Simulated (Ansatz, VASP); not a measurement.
**One calculation of W, two programs**

Contents of INCAR:

```
SYSTEM = W
ALGO = Normal ; EDIFF = 1E-6
ENCUT = 520 ; GGA = PS
ISIF = 2 ; ISMEAR = 0
LASPH = .True. ; LCHARG = .False.
LREAL = .False. ; LWAVE = .False.
NBANDS = 13 ; NELM = 60
PREC = Accurate ; SIGMA = 0.15
```

The input KPOINTS:

```
k-points
0
Gamma
  20 20 20
  0 0 0
```

POSCAR

```
W
1.0
   -1.6771650000      1.6771650000      1.6771650000
    1.6771650000     -1.6771650000      1.6771650000
    1.6771650000      1.6771650000     -1.6771650000
W
1
Direct
    0.0000000000      0.0000000000      0.0000000000
```

Input for Ansatz:

```yaml
crystal:
  lattice:
    - [-1.677165, 1.677165, 1.677165]
    - [1.677165, -1.677165, 1.677165]
    - [1.677165, 1.677165, -1.677165]
  atoms:
    - { symbol: W, position: [0.0, 0.0, 0.0] }
basis:
  ecutwfc: 420
kpoints:
  mp_grid: { grid: [20, 20, 20] }
hamiltonian:
  xc: pbesol
scf:
  occupations: { method: gaussian, width: 0.15 }
output:
  forces: true
  stress: true
  eigenvalues: true
```

Change from the starting cell: strain +0.050 along x and y, +0.050 along z, atoms carried along.

Alike in both runs: task single point; functional PBEsol; k mesh 20 × 20 × 20; occupations gaussian, width 0.15 eV; no spin polarisation.

|  | VASP | Ansatz |
| --- | --- | --- |
| version | VASP 6.6.1 | Ansatz 0.2.0 |
| potentials or method | VASP PAW PBE potentials, release 64 (W_sv), cutoff 520 eV | scalar-relativistic, plane waves, PAW |
| valence electrons in the cell | 14 | 14 |

Ansatz gave:

| Item | Value |
| --- | --- |
| gap on the k mesh at the Fermi level (eV) | none |
| pressure (GPa) | -40.4 |

Task: Estimate VASP's values.

Result: gap on the k mesh at the Fermi level (eV): none; pressure (GPa): -40.2.

VASP's potentials were made for PBE, not for PBEsol. A gap of «none» marks a metal or a gap that the smearing closes. Both programs put the cell under strong tension, so it lies far from rest at this level.

Neither program's run includes spin-orbit coupling. Noted on VASP's run: the cell as given lies far from equilibrium.
